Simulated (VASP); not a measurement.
Write the native input for VASP 6.6.1 that does the following.

- Task: single point
- Functional: LDA
- Potentials or basis: VASP PAW LDA potentials, release 64 (Pd)
- Cutoff: 520 eV
- k mesh: 12 × 12 × 12
- Occupations: fermi-dirac, width 0.05 eV
- Spin: no spin polarisation
- Dipole correction: no
- Further INCAR settings: ALGO = Normal; EDIFF = 1e-07; NBANDS = 11

The structure of Pd lies in POSCAR:

```
Pd
1.0
   -1.5722810000      1.5722810000      1.5722810000
    1.5722810000     -1.5722810000      1.5722810000
    1.5722810000      1.5722810000     -1.5722810000
Pd
1
Direct
    0.0000000000      0.0000000000      0.0000000000
```

The input as run:

INCAR

```
SYSTEM = Pd
  PREC = Accurate
  ENCUT = 520
  EDIFF = 1E-7
  ISMEAR = -1
  SIGMA = 0.05
  LREAL = .FALSE.
  LASPH = .TRUE.
  NELM = 100
  ALGO = Normal
  ISIF = 2
  LWAVE = .FALSE.
  LCHARG = .FALSE.
  GGA = CA
  NBANDS = 11
```

KPOINTS

```
regular mesh
0
G
  12 12 12
  0 0 0
```

Potentials or basis: VASP PAW LDA potentials, release 64 (Pd).

Run with:

```bash
$ cat potpaw_LDA.64/Pd/POTCAR > POTCAR
$ mpirun -np 1 vasp_std > vasp.out
```

It gave:

* Pressure: -15.1 GPa
* Band gap on the k mesh: zero (band 5 reaches 9.27 eV, above the bottom of band 6 at 7.73 eV)

It took 19 s on 1 thread of AMD EPYC 7R13, with other jobs on the host, peak memory 0.09 GiB.
